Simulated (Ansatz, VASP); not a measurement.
## CdS in VASP and in Ansatz

Contents of POSCAR:

```
CdS
1.0
    0.0000000000      2.7894750496      2.7894750496
    2.7894750496      0.0000000000      2.7894750496
    2.7894750496      2.7894750496      0.0000000000
Cd S
1 1
Direct
    0.0000000000      0.0000000000      0.0000000000
    0.5000000000      0.5000000000      0.5000000000
```

INCAR.step1

```
SYSTEM = CdS
ALGO = Normal
EDIFF = 1E-5
ENCUT = 600
GGA = PE
GGA_COMPAT = .FALSE.
ISMEAR = -1
LASPH = .TRUE.
LCHARG = .FALSE.
LREAL = .FALSE.
LWAVE = .TRUE.
NBANDS = 20
NELM = 120
PREC = Accurate
SIGMA = 0.05
```

File INCAR.step2:

```
SYSTEM = CdS
ALGO = Normal
EDIFF = 1E-6
ENCUT = 600
GGA_COMPAT = .FALSE.
ISIF = 2
ISMEAR = -1
ISTART = 1
LASPH = .TRUE.
LCHARG = .FALSE.
LMIXTAU = .TRUE.
LREAL = .FALSE.
LWAVE = .FALSE.
METAGGA = R2SCAN
NBANDS = 20
NELM = 120
PREC = Accurate
SIGMA = 0.05
```

File KPOINTS:

```
k-points
0
G
  8 8 8
  0 0 0
```

The input input.yaml:

```yaml
crystal:
  lattice:
    - [0.0, 2.7894750496, 2.7894750496]
    - [2.7894750496, 0.0, 2.7894750496]
    - [2.7894750496, 2.7894750496, 0.0]
  atoms:
    - { symbol: Cd, position: [0.0, 0.0, 0.0] }
    - { symbol: S, position: [0.5, 0.5, 0.5] }
hamiltonian:
  xc: r2scan
  pseudopotentials: { kind: paw }
kpoints:
  mp_grid: { grid: [8, 8, 8] }
scf:
  occupations: { method: fermi_dirac, width: 0.05 }
output:
  forces: true
  stress: true
  eigenvalues: true
```

Alike in both runs: task single point; functional r2SCAN; k mesh 8 × 8 × 8; occupations fermi-dirac, width 0.05 eV; no spin polarisation.

|  | VASP | Ansatz |
| --- | --- | --- |
| version | VASP 6.6.1 | Ansatz 0.2.0 |
| potentials or method | VASP PAW PBE potentials, release 64 (Cd_sv_GW, S) | Ansatz PAW |
| plane-wave cutoff (eV) | 600 | 500 |
| valence electrons in the cell | 26 | 26 |

|  | VASP | Ansatz | Ansatz less VASP |
| --- | --- | --- | --- |
| gap on the k mesh at the Fermi level (eV) | 0.74 | 0.74 | -0.001 |
| least direct gap on the mesh (eV) | 1.91 | 1.91 | +0.002 |
| pressure (GPa) | -5.3 | -4.8 | +0.45 |

VASP's potentials were made for PBE, not for r2SCAN.
